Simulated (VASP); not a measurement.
# Na2Sc (P-3m1) in VASP: further runs, part 2 of 2

VASP 6.6.1. Earlier steps stand in the parts before.

## Step 3: Single point, PBE

File INCAR:

```
PREC = Accurate
ENCUT = 520
EDIFF = 1E-6
ISMEAR = -1
SIGMA = 0.1
LREAL = F
LASPH = T
NELM = 100
ALGO = Normal
ISIF = 2
LWAVE = F
LCHARG = T
GGA = PE
LELF = T
LVHAR = T
NBANDS = 20
```

File KPOINTS:

```
regular mesh
0
Gamma
  8 8 4
```

File POSCAR:

```
Na2Sc
1.0
    3.3730850600      0.0000000000      0.0000000000
   -1.6865425300      2.9211773500      0.0000000000
    0.0000000000      0.0000000000      5.6300470300
Na Sc
2 1
Direct
    0.3333333300      0.6666666700      0.2500000000
    0.6666666700      0.3333333300      0.7500000000
    0.0000000000      0.0000000000      0.0000000000
```

Potentials or basis: VASP PAW PBE potentials, release 64 (Na_pv, Sc_sv).

Run with:

```sh
$ cat potpaw_PBE.64/Na_pv/POTCAR potpaw_PBE.64/Sc_sv/POTCAR > POTCAR
$ mpirun -np 1 vasp_std > vasp.out
```

OUTCAR:

```text
PREC = Accurate
   ENCUT = 520
   EDIFF = 1E-6
   ISMEAR = -1
   LREAL = F
   LASPH = T
   NELM = 100
   ISIF = 2
   GGA = PE

 ion  position               nearest neighbor table
   1  0.333  0.667  0.250-   3 2.40   3 2.40   3 2.40
   2  0.667  0.333  0.750-   3 2.40   3 2.40   3 2.40
   3  0.000  0.000  0.000-   1 2.40   2 2.40   1 2.40   2 2.40   2 2.40   1 2.40

  LATTYP: Found a hexagonal cell.
 ALAT       =     3.3730850600
 C/A-ratio  =     1.6691091182

  Lattice vectors:

 A1 = (   3.3730850600,   0.0000000000,   0.0000000000)
 A2 = (  -1.6865425300,   2.9211773500,   0.0000000000)
 A3 = (   0.0000000000,   0.0000000000,   5.6300470300)

Analysis of symmetry for initial positions (statically):
=====================================================================
 Subroutine PRICEL returns:
 Original cell was already a primitive cell.

 Routine SETGRP: Setting up the symmetry group for a
 hexagonal supercell.

 Subroutine GETGRP returns: Found 12 space group operations
 (whereof 12 operations were pure point group operations)
 out of a pool of 24 trial point group operations.

The static configuration has the point symmetry D_3d.

Analysis of symmetry for dynamics (positions and initial velocities):
=====================================================================
 Subroutine PRICEL returns:
 Original cell was already a primitive cell.

 Routine SETGRP: Setting up the symmetry group for a
 hexagonal supercell.

 Subroutine GETGRP returns: Found 12 space group operations
 (whereof 12 operations were pure point group operations)
 out of a pool of 24 trial point group operations.

The dynamic configuration has the point symmetry D_3d.

 Subroutine INISYM returns: Found 12 space group operations
 (whereof 12 operations are pure point group operations),
 and found     1 'primitive' translations

----------------------------------------------------------------------------------------

                                     Primitive cell

  volume of cell :      55.4750

  direct lattice vectors                    reciprocal lattice vectors
     3.373085060  0.000000000  0.000000000     0.296464507  0.171163863  0.000000000
    -1.686542530  2.921177350  0.000000000     0.000000000  0.342327726  0.000000000
     0.000000000  0.000000000  5.630047030     0.000000000  0.000000000  0.177618410

  length of vectors
     3.373085060  3.373085059  5.630047030     0.342327726  0.342327726  0.177618410

  position of ions in fractional coordinates (direct lattice)
     0.333333330  0.666666670  0.250000000
     0.666666670  0.333333330  0.750000000
     0.000000000  0.000000000  0.000000000

  ion indices of the primitive-cell ions
   primitive index   ion index
                 1           1
                 2           2
                 3           3

----------------------------------------------------------------------------------------

 KPOINTS: regular mesh

Automatic generation of k-mesh.
 Grid dimensions read from file:
 generate k-points for:    8    8    4

 Generating k-lattice:

  Cartesian coordinates                     Fractional coordinates (reciprocal lattice)
     0.037058063  0.021395483  0.000000000     0.125000000 -0.000000000  0.000000000
     0.000000000  0.042790966  0.000000000     0.000000000  0.125000000  0.000000000
     0.000000000  0.000000000  0.044404602     0.000000000  0.000000000  0.250000000

  Length of vectors
     0.042790966  0.042790966  0.044404602

  Shift w.r.t. Gamma in fractional coordinates (k-lattice)
     0.000000000  0.000000000  0.000000000

 Subroutine IBZKPT returns following result:
 ===========================================

 Found     35 irreducible k-points:

 Following reciprocal coordinates:
            Coordinates               Weight
  0.000000  0.000000  0.000000      1.000000
  0.125000  0.000000  0.000000      6.000000
  0.250000  0.000000  0.000000      6.000000
  0.375000 -0.000000  0.000000      6.000000
  0.500000  0.000000  0.000000      3.000000
  0.125000  0.125000  0.000000      6.000000
[... 16 lines left out ...]
 -0.125000  0.500000  0.250000     12.000000
  0.250000  0.250000  0.250000     12.000000
 [... further k-points ...]
   k-points           NKPTS =     35   k-points in BZ     NKDIM =     35   number of bands    NBANDS=     20
   number of dos      NEDOS =    301   number of ions     NIONS =      3
   total plane-waves  NPLWV =  32928
   dimension x,y,z NGX =    28 NGY =   28 NGZ =   42
   dimension x,y,z NGXF=    56 NGYF=   56 NGZF=   84
   ions per type =               2   1
   NGX,Y,Z   is equivalent  to a cutoff of  13.80, 13.80, 12.40 a.u.
   NGXF,Y,Z  is equivalent  to a cutoff of  27.60, 27.60, 24.80 a.u.
 SYSTEM =  unknown system
   PREC   = accura    normal or accurate (medium, high low for compatibility)
   ISTART =      0    job   : 0-new  1-cont  2-samecut
   ICHARG =      2    charge: 1-file 2-atom 10-const
   ISPIN  =      1    spin polarized calculation?
   LNONCOLLINEAR =      F non collinear calculations
   LSORBIT =      F    spin-orbit coupling
   LASPH  =      T    aspherical Exc in radial PAW
   ENCUT  =  520.0 eV  38.22 Ry    6.18 a.u.   6.27  6.27 10.47*2*pi/ulx,y,z
   NELM   =    100;   NELMIN=  2; NELMDL= -5     # of ELM steps
   EDIFF  = 0.1E-05   stopping-criterion for ELM
   LREAL  =      F    real-space projection
   EDIFFG = 0.1E-04   stopping-criterion for IOM
   NSW    =      0    number of steps for IOM
   IBRION =     -1    ionic relax: 0-MD 1-quasi-New 2-CG
   NFREE  =      0    steps in history (QN), initial steepest desc. (CG)
   ISIF   =      2    stress and relaxation
   ISYM   =      2    0-nonsym 1-usesym 2-fastsym
   POTIM  = 0.5000    time-step for ionic-motion
   TEBEG  =    0.0;   TEEND  =   0.0 temperature during run
   PSTRESS=    0.0 pullay stress
   NELECT =      25.0000    total number of electrons
   NUPDOWN=      -1.0000    fix difference up-down
   EMIN   =  10.00;   EMAX   =-10.00  energy-range for DOS
   EFERMI =   0.00;   METHOD = LEGACY
   ISMEAR =    -1;   SIGMA  =   0.10  broadening in eV -4-tet -1-fermi 0-gaus
   EFERMI_NEDOS =   21; number of points for ismear=-14 and -15
   IALGO  =     38    algorithm
   IMIX   =      4    mixing-type and parameters
     AMIX     =   0.40;   BMIX     =  1.00
     AMIX_MAG =   1.60;   BMIX_MAG =  1.00
  volume/ion in A,a.u.               =      18.49       124.79
  Fermi-wavevector in a.u.,A,eV,Ry     =   1.255131  2.371854 21.433993  1.575354
  Thomas-Fermi vector in A             =   2.388903
   LORBIT       =      0    0 simple, 1 ext, 2 COOP (PROOUT), +10 PAW based schemes
   GGA     = PE    functional components
   LHFCALC =     F    Hartree Fock is set to
   AEXX    =    0.0000 exact exchange contribution
   IVDW    =     0    specifies the selected vdW correction
   LEPSILON=     F    determine dielectric tensor
   LRPA    =     F    only Hartree local field effects (RPA)
 non-spin polarized calculation
  energy-cutoff  :      520.00
  volume of cell :       55.47
 maximum number of plane-waves:      1521
 NGX is ok and might be reduce to    28
   NGX = 13   NGY = 13   NGZ = 21

 number of electron      24.9999993 magnetization

 Free energy of the ion-electron system (eV)
  ---------------------------------------------------
  ext. energy  EPLUGINS =         0.00000000
  ---------------------------------------------------
  free energy    TOTEN  =        -2.95164189 eV

  energy without entropy =       -2.83569155  energy(sigma->0) =       -2.89366672

 E-fermi :   3.8599     XC(G=0):  -9.3698

 val. band max:        3.8545382000   @ k =   0.3750  -0.0000   0.0000
 cond. band min:       3.8630323318   @ k =   0.2500   0.2500   0.5000
 fundamental gap:      0.0084941319
 Fermi energy:         3.8599430548

 k-point     1 :       0.0000    0.0000    0.0000
  band No.  band energies     occupation
      1     -45.7051      2.00000
      2     -24.6745      2.00000
      3     -24.3113      2.00000
      4     -24.3113      2.00000
      5     -21.4054      2.00000
      6     -21.3604      2.00000
[... 12 lines left out ...]
     19      15.1247      0.00000
     20      15.2576      0.00000
[... 507 lines left out ...]
 k-point    24 :       0.2500    0.2500    0.2500
  band No.  band energies     occupation
      1     -45.6783      2.00000
      2     -24.6993      2.00000
      3     -24.5697      2.00000
      4     -24.4627      2.00000
      5     -21.4119      2.00000
      6     -21.3757      2.00000
[... 12 lines left out ...]
     19       9.1407      0.00000
     20       9.6515      0.00000

 [... further k-points ...]

------------------------ aborting loop because EDIFF is reached ----------------------------------------

  FORCE on cell =-STRESS in cart. coord.  units (eV):
  Direction    XX          YY          ZZ          XY          YZ          ZX
  --------------------------------------------------------------------------------------
  -------------------------------------------------------------------------------------
  Total       10.0049655     10.0049655     10.8848262      0.0000000      0.0000000      0.0000000
  in kB      288.9541511    288.9541509    314.3654729      0.0000000      0.0000000      0.0000000
  external PRESSURE =     297.4245917 kB  Pullay stress =       0.0000000 kB

 VOLUME and BASIS-vectors are now :
 -----------------------------------------------------------------------------
  energy-cutoff  :      520.00
  volume of cell :       55.47
      direct lattice vectors                 reciprocal lattice vectors
     3.373085060  0.000000000  0.000000000     0.296464507  0.171163863  0.000000000
    -1.686542530  2.921177350  0.000000000     0.000000000  0.342327726  0.000000000
     0.000000000  0.000000000  5.630047030     0.000000000  0.000000000  0.177618410

 POSITION                                       TOTAL-FORCE (eV/Angst)
 -----------------------------------------------------------------------------------
     -0.00000      1.94745      1.40751        -0.000000      0.000000      4.000902
      1.68654      0.97373      4.22254         0.000000     -0.000000     -4.000902
      0.00000      0.00000      0.00000         0.000000      0.000000      0.000000
 -----------------------------------------------------------------------------------
    total drift:                                0.000000      0.000000      0.000000

  FREE ENERGIE OF THE ION-ELECTRON SYSTEM (eV)
  ---------------------------------------------------
  free  energy   TOTEN  =        -2.9516418879 eV

  energy  without entropy=       -2.8356915513  energy(sigma->0) =       -2.89366672
```

OSZICAR:

```text
N       E                     dE             d eps       ncg     rms          rms(c)
DAV:   1     0.254371715357E+03    0.25437E+03   -0.12790E+04  1408   0.147E+03
DAV:   2     0.777443472547E+01   -0.24660E+03   -0.24317E+03  1400   0.449E+02
DAV:   3    -0.345598197652E+01   -0.11230E+02   -0.10950E+02  1644   0.115E+02
DAV:   4    -0.379846922266E+01   -0.34249E+00   -0.34147E+00  1780   0.212E+01
DAV:   5    -0.381172726873E+01   -0.13258E-01   -0.13257E-01  1876   0.428E+00    0.635E+00
DAV:   6    -0.306810783281E+01    0.74362E+00   -0.14428E+00  1920   0.825E+00    0.228E+00
DAV:   7    -0.296320491683E+01    0.10490E+00   -0.42223E-01  1932   0.422E+00    0.753E-01
DAV:   8    -0.295395193762E+01    0.92530E-02   -0.35417E-02  2108   0.240E+00    0.343E-01
DAV:   9    -0.295179233747E+01    0.21596E-02   -0.48130E-03  1900   0.649E-01    0.880E-02
DAV:  10    -0.295165941013E+01    0.13293E-03   -0.79463E-04  1924   0.228E-01    0.344E-02
DAV:  11    -0.295164417188E+01    0.15238E-04   -0.56203E-05  2180   0.822E-02    0.847E-03
DAV:  12    -0.295164239205E+01    0.17798E-05   -0.57735E-06  1652   0.194E-02    0.248E-03
DAV:  13    -0.295164188788E+01    0.50417E-06   -0.40717E-07   900   0.641E-03
   1 F= -.29516419E+01 E0= -.28936667E+01  d E =-.115950E+00
```

stdout:

```text
POSCAR found type information on POSCAR NaSc
 POSCAR found :  2 types and       3 ions
 scaLAPACK will be used
 LDA part: xc-table for (Slater+PW92), standard interpolation
 POSCAR, INCAR and KPOINTS ok, starting setup
 FFT: planning ... GRIDC
 FFT: planning ... GRID_SOFT
 FFT: planning ... GRID
 WAVECAR not read
 entering main loop
```

It took 19 s on 1 thread of Intel Xeon 6975P-C (Granite Rapids), shared host; peak memory 0.19 GiB.

What came out:

| Property | Result |
| --- | --- |
| Free energy | -2.9516 eV |
| Pressure | 29.7 GPa |
| Largest force | 4.001 eV/Å |
| Band gap on the k mesh | zero (an odd number of electrons rules out a gap without spin polarisation) |

Forces on the atoms (eV/Å):
```
Na   0.000  0.000  4.001
Na   0.000  0.000 -4.001
Sc   0.000  0.000  0.000
```

Levels at points of the mesh, in eV from the Fermi level:
```
           k point  band 10  band 11  band 12  band 13  band 14  band 15
(0.00, 0.00, 0.00)   -25.13    -4.85    -1.64     0.24     0.88     0.88
(0.50, 0.00, 0.00)   -25.10    -1.75    -0.28    -0.28     0.13     1.70
(0.00, 0.00, 0.50)   -25.15    -4.07    -2.98    -0.17     0.88     0.88
(0.50, 0.00, 0.50)   -25.10    -1.67    -0.36     0.30     0.77     1.18
```

Caveat: the cell stands under pressure; forces of over 1 eV/Å act on the atoms, so gaps and moduli don't describe the material at rest.

The gap in the log of VASP goes by the Fermi energy; the results here count the filled bands.